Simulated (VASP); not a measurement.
Here is a VASP 6.6.1 calculation.

File INCAR:

```
SYSTEM = W4N
  PREC = Accurate
  ENCUT = 520
  EDIFF = 1E-6
  ISMEAR = 0
  SIGMA = 0.1
  LREAL = .FALSE.
  LASPH = .TRUE.
  NELM = 80
  ALGO = Normal
  ISIF = 2
  LWAVE = .FALSE.
  LCHARG = .FALSE.
  LDIPOL = .TRUE.
  IDIPOL = 3
  DIPOL = 0.5 0.5 0.352
  GGA = PE
  NBANDS = 38
```

The input KPOINTS:

```
regular mesh
0
G
  8 8 1
  0 0 0
```

The input POSCAR:

```
W4N
1.0
    3.1836991685      0.0000000000      0.0000000000
    0.0000000000      3.1836991685      0.0000000000
    0.0000000000      0.0000000000     20.1425775594
W N
4 1
Direct
    0.5000000000      0.5000000000      0.1985843166
    0.0000000000      0.0000000000      0.2776134071
    0.5000000000      0.5000000000      0.3599451789
    0.0000000000      0.0000000000      0.4290700897
    0.2500000000      0.2500000000      0.4968171662
```

Potentials or basis: VASP PAW PBE potentials, release 64 (W_sv, N).

Launch:

```sh
$ cat potpaw_PBE.64/W_sv/POTCAR potpaw_PBE.64/N/POTCAR > POTCAR
$ mpirun -np 1 vasp_std > vasp.out
```

(1) Predict the largest force.

## Answers

(1) 2.849 eV/Å.
